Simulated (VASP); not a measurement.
# Ta2N (P-1) in VASP: single point with PBEsol

Aim: the single point of Ta2N with PBEsol.

Program: VASP 6.6.1. These are calculated values, not measurements. Logs are shortened: lines on timing, memory, paths and dates and some standing lists are left out, and cuts for length are marked.

## (1) The cell of the first run

The typed cell holds 3 atoms: a = 2.686 Å, b = 3.187 Å, c = 4.759 Å, α = 91.45°, β = 89.14°, γ = 114.73°.

## (2) Single point, PBEsol

File INCAR:

```
  PREC = Accurate
  ENCUT = 520
  EDIFF = 1E-6
  ISMEAR = 0
  SIGMA = 0.15
  LREAL = False
  LASPH = True
  NELM = 60
  ALGO = Normal
  ISIF = 2
  LWAVE = False
  LCHARG = False
  GGA = PS
  NBANDS = 20
```

File KPOINTS:

```
Automatic mesh
0
Gamma
  12 12 8
```

File POSCAR:

```
Ta2N
1.0
    2.6862403415      0.0051797771      0.0213482906
   -1.3386343522      2.8918381219     -0.0394833594
    0.0334463008     -0.0521177627      4.7582358719
Ta N
2 1
Direct
    0.6859856358      0.3659183221      0.7423208217
    0.3140140513      0.6340824677      0.2576805516
    0.0000003128     -0.0000007898     -0.0000013732
```

Potentials or basis: VASP PAW PBE potentials, release 64 (Ta_pv, N).

Started as:

```bash
cat potpaw_PBE.64/Ta_pv/POTCAR potpaw_PBE.64/N/POTCAR > POTCAR
mpirun -np 1 vasp_std > vasp.out
```

OUTCAR:

```text
PREC = Accurate
   ENCUT = 520
   EDIFF = 1E-6
   ISMEAR = 0
   LREAL = False
   LASPH = True
   NELM = 60
   ISIF = 2
   GGA = PS

 ion  position               nearest neighbor table
   1  0.686  0.366  0.742-   3 2.11   3 2.12   3 2.19   2 2.77   2 2.82   2 2.88   2 2.90   2 3.10
                             2 3.27
   2  0.314  0.634  0.258-   3 2.11   3 2.12   3 2.19   1 2.77   1 2.82   1 2.88   1 2.90   1 3.10
                             1 3.27
   3  0.000  1.000  1.000-   1 2.11   2 2.11   1 2.12   2 2.12   1 2.19   2 2.19

  LATTYP: Found a triclinic cell.
 ALAT       =     3.1868838366
 B/A-ratio  =     2.3754673781
 C/A-ratio  =     0.8429331918
 COS(alpha) =     0.0068006111
 COS(beta)  =     0.4183796455
 COS(gamma) =     0.7093678427

  Lattice vectors:

 A1 = (  -1.3386343522,   2.8918381219,  -0.0394833594)
 A2 = (  -0.0244746637,   5.8409737836,  -4.8158543001)
 A3 = (  -2.6862403415,  -0.0051797771,  -0.0213482906)

Analysis of symmetry for initial positions (statically):
=====================================================================
 Subroutine PRICEL returns:
 Original cell was already a primitive cell.

 Routine SETGRP: Setting up the symmetry group for a
 triclinic supercell.

 Subroutine GETGRP returns: Found  1 space group operations
 (whereof  1 operations were pure point group operations)
 out of a pool of  2 trial point group operations.

The static configuration has the point symmetry C_1 .

Analysis of symmetry for dynamics (positions and initial velocities):
=====================================================================
 Subroutine PRICEL returns:
 Original cell was already a primitive cell.

 Routine SETGRP: Setting up the symmetry group for a
 triclinic supercell.

 Subroutine GETGRP returns: Found  1 space group operations
 (whereof  1 operations were pure point group operations)
 out of a pool of  2 trial point group operations.

The dynamic configuration has the point symmetry C_1 .

 Subroutine INISYM returns: Found  1 space group operations
 (whereof  1 operations are pure point group operations),
 and found     1 'primitive' translations

----------------------------------------------------------------------------------------

                                     Primitive cell

  volume of cell :      36.9897

  direct lattice vectors                    reciprocal lattice vectors
     2.686240342  0.005179777  0.021348291     0.371941326  0.172162010 -0.000728708
    -1.338634352  2.891838122 -0.039483359    -0.000696390  0.345530203  0.003789546
     0.033446301 -0.052117763  4.758235872    -0.001674530  0.002094753  0.210196637

  length of vectors
     2.686330164  3.186883837  4.758638832     0.409854412  0.345551685  0.210213745

  position of ions in fractional coordinates (direct lattice)
     0.685985636  0.365918322  0.742320822
     0.314014051  0.634082468  0.257680552
     0.000000313  0.999999210  0.999998627

  ion indices of the primitive-cell ions
   primitive index   ion index
                 1           1
                 2           2
                 3           3

----------------------------------------------------------------------------------------

 KPOINTS: Automatic mesh

Automatic generation of k-mesh.
 Grid dimensions read from file:
 generate k-points for:   12   12    8

 Generating k-lattice:

  Cartesian coordinates                     Fractional coordinates (reciprocal lattice)
     0.030995111  0.014346834 -0.000060726     0.083333333 -0.000000000  0.000000000
    -0.000058032  0.028794184  0.000315795     0.000000000  0.083333333  0.000000000
    -0.000209316  0.000261844  0.026274580    -0.000000000  0.000000000  0.125000000

  Length of vectors
     0.034154534  0.028795974  0.026276718

  Shift w.r.t. Gamma in fractional coordinates (k-lattice)
     0.000000000  0.000000000  0.000000000

 Subroutine IBZKPT returns following result:
 ===========================================

 Found    580 irreducible k-points:

 Following reciprocal coordinates:
            Coordinates               Weight
  0.000000  0.000000  0.000000      1.000000
  0.083333  0.000000 -0.000000      2.000000
  0.166667 -0.000000  0.000000      2.000000
  0.250000  0.000000  0.000000      2.000000
  0.333333  0.000000 -0.000000      2.000000
  0.416667  0.000000  0.000000      2.000000
[... 16 lines left out ...]
  0.250000  0.166667 -0.000000      2.000000
  0.333333  0.166667  0.000000      2.000000
 [... further k-points ...]
   k-points           NKPTS =    580   k-points in BZ     NKDIM =    580   number of bands    NBANDS=     20
   number of dos      NEDOS =    301   number of ions     NIONS =      3
   total plane-waves  NPLWV =  17280
   dimension x,y,z NGX =    20 NGY =   24 NGZ =   36
   dimension x,y,z NGXF=    40 NGYF=   48 NGZF=   72
   ions per type =               2   1
   NGX,Y,Z   is equivalent  to a cutoff of  12.38, 12.52, 12.58 a.u.
   NGXF,Y,Z  is equivalent  to a cutoff of  24.75, 25.04, 25.15 a.u.
 SYSTEM =  unknown system
   PREC   = accura    normal or accurate (medium, high low for compatibility)
   ISTART =      0    job   : 0-new  1-cont  2-samecut
   ICHARG =      2    charge: 1-file 2-atom 10-const
   ISPIN  =      1    spin polarized calculation?
   LNONCOLLINEAR =      F non collinear calculations
   LSORBIT =      F    spin-orbit coupling
   LASPH  =      T    aspherical Exc in radial PAW
   ENCUT  =  520.0 eV  38.22 Ry    6.18 a.u.   4.99  5.93  8.85*2*pi/ulx,y,z
   NELM   =     60;   NELMIN=  2; NELMDL= -5     # of ELM steps
   EDIFF  = 0.1E-05   stopping-criterion for ELM
   LREAL  =      F    real-space projection
   EDIFFG = 0.1E-04   stopping-criterion for IOM
   NSW    =      0    number of steps for IOM
   IBRION =     -1    ionic relax: 0-MD 1-quasi-New 2-CG
   NFREE  =      0    steps in history (QN), initial steepest desc. (CG)
   ISIF   =      2    stress and relaxation
   ISYM   =      2    0-nonsym 1-usesym 2-fastsym
   POTIM  = 0.5000    time-step for ionic-motion
   TEBEG  =    0.0;   TEEND  =   0.0 temperature during run
   PSTRESS=    0.0 pullay stress
   NELECT =      27.0000    total number of electrons
   NUPDOWN=      -1.0000    fix difference up-down
   EMIN   =  10.00;   EMAX   =-10.00  energy-range for DOS
   EFERMI =   0.00;   METHOD = LEGACY
   ISMEAR =     0;   SIGMA  =   0.15  broadening in eV -4-tet -1-fermi 0-gaus
   EFERMI_NEDOS =   21; number of points for ismear=-14 and -15
   IALGO  =     38    algorithm
   IMIX   =      4    mixing-type and parameters
     AMIX     =   0.40;   BMIX     =  1.00
     AMIX_MAG =   1.60;   BMIX_MAG =  1.00
  volume/ion in A,a.u.               =      12.33        83.21
  Fermi-wavevector in a.u.,A,eV,Ry     =   1.474017  2.785489 29.561744  2.172727
  Thomas-Fermi vector in A             =   2.588840
   LORBIT       =      0    0 simple, 1 ext, 2 COOP (PROOUT), +10 PAW based schemes
   GGA     = PS    functional components
   LHFCALC =     F    Hartree Fock is set to
   AEXX    =    0.0000 exact exchange contribution
   IVDW    =     0    specifies the selected vdW correction
   LEPSILON=     F    determine dielectric tensor
   LRPA    =     F    only Hartree local field effects (RPA)
 non-spin polarized calculation
 Gauss-broadening in eV      SIGMA  =   0.15
  energy-cutoff  :      520.00
  volume of cell :       36.99
 maximum number of plane-waves:      1011
   NGX =  9   NGY = 11   NGZ = 17

 number of electron      26.9999998 magnetization

 Free energy of the ion-electron system (eV)
  ---------------------------------------------------
  ext. energy  EPLUGINS =         0.00000000
  ---------------------------------------------------
  free energy    TOTEN  =       -35.39695100 eV

  energy without entropy =      -35.38404328  energy(sigma->0) =      -35.39049714

 E-fermi :   7.8834     XC(G=0): -13.4928

 val. band max:        7.8807117705   @ k =   0.1667   0.0833   0.0000
 cond. band min:       7.8835912579   @ k =   0.1667   0.1667   0.2500
 fundamental gap:      0.0028794874
 Fermi energy:         7.8834305390

 k-point     1 :       0.0000    0.0000    0.0000
  band No.  band energies     occupation
      1     -27.5111      2.00000
      2     -26.5778      2.00000
      3     -26.5208      2.00000
      4     -26.0580      2.00000
      5     -26.0408      2.00000
      6     -25.8163      2.00000
[... 12 lines left out ...]
     19      11.6299      0.00000
     20      14.4412      0.00000

 k-point     2 :       0.0833    0.0000   -0.0000
  band No.  band energies     occupation
      1     -27.4726      2.00000
      2     -26.5890      2.00000
      3     -26.5276      2.00000
      4     -26.1484      2.00000
      5     -26.0594      2.00000
      6     -25.9322      2.00000
[... 12 lines left out ...]
     19      11.5452      0.00000
     20      14.4983      0.00000

 k-point     3 :       0.1667   -0.0000    0.0000
  band No.  band energies     occupation
      1     -27.3623      2.00000
      2     -26.6160      2.00000
      3     -26.5894      2.00000
      4     -26.3828      2.00000
      5     -26.2298      2.00000
      6     -26.0882      2.00000
[... 12 lines left out ...]
     19      12.5410      0.00000
     20      14.1141      0.00000

 k-point     4 :       0.2500    0.0000    0.0000
  band No.  band energies     occupation
      1     -27.1951      2.00000
      2     -26.8656      2.00000
      3     -26.6880      2.00000
      4     -26.6371      2.00000
      5     -26.4324      2.00000
      6     -26.1461      2.00000
[... 429 lines left out ...]
 k-point    23 :       0.2500    0.1667   -0.0000
  band No.  band energies     occupation
      1     -27.0779      2.00000
      2     -27.0007      2.00000
      3     -26.8323      2.00000
      4     -26.7014      2.00000
      5     -26.5124      2.00000
      6     -26.2088      2.00000
[... 12 lines left out ...]
     19      13.0953      0.00000
     20      13.3067      0.00000

 k-point    24 :       0.3333    0.1667    0.0000
  band No.  band energies     occupation
      1     -27.2688      2.00000
      2     -27.0442      2.00000
      3     -26.8761      2.00000
      4     -26.8113      2.00000
      5     -26.5766      2.00000
      6     -26.3103      2.00000
[... 12 lines left out ...]
     19      12.7075      0.00000
     20      13.6512      0.00000

 [... further k-points ...]

------------------------ aborting loop because EDIFF is reached ----------------------------------------

  FORCE on cell =-STRESS in cart. coord.  units (eV):
  Direction    XX          YY          ZZ          XY          YZ          ZX
  --------------------------------------------------------------------------------------
  -------------------------------------------------------------------------------------
  Total       15.3836840     -2.2291545      7.2431159      0.1284188     -2.6164132     -0.5190167
  in kB      666.3315497    -96.5539845    313.7295761      5.5623549   -113.3277743    -22.4807796
  external PRESSURE =     294.5023804 kB  Pullay stress =       0.0000000 kB

 VOLUME and BASIS-vectors are now :
 -----------------------------------------------------------------------------
  energy-cutoff  :      520.00
  volume of cell :       36.99
      direct lattice vectors                 reciprocal lattice vectors
     2.686240342  0.005179777  0.021348291     0.371941326  0.172162010 -0.000728708
    -1.338634352  2.891838122 -0.039483359    -0.000696390  0.345530203  0.003789546
     0.033446301 -0.052117763  4.758235872    -0.001674530  0.002094753  0.210196637

 POSITION                                       TOTAL-FORCE (eV/Angst)
 -----------------------------------------------------------------------------------
      1.37772      1.02304      3.53233         0.000313      0.009847     -0.069363
      0.00333      1.82186      1.20777        -0.000263     -0.009864      0.069305
     -1.30519      2.83972      4.71875        -0.000050      0.000017      0.000058
 -----------------------------------------------------------------------------------
    total drift:                                0.000001      0.000022     -0.000091

  FREE ENERGIE OF THE ION-ELECTRON SYSTEM (eV)
  ---------------------------------------------------
  free  energy   TOTEN  =       -35.3969509967 eV

  energy  without entropy=      -35.3840432793  energy(sigma->0) =      -35.39049714
```

It took 2.6 min on 1 thread of Intel Xeon 6975P-C (Granite Rapids), shared host; peak memory 0.46 GiB.

What came out:

- Free energy: -35.3970 eV
- Pressure: 29.5 GPa
- Largest force: 0.070 eV/Å
- Band gap on the k mesh: zero (an odd number of electrons rules out a gap without spin polarisation)

Forces on the atoms (eV/Å):
```
Ta   0.000  0.010 -0.069
Ta   0.000 -0.010  0.069
N    0.000  0.000  0.000
```

Caveat: the cell stands under pressure; the PAW data sets were made with another functional, which shifts forces and pressure a little; spin-orbit coupling is left out, which moves the levels of the heavy elements.
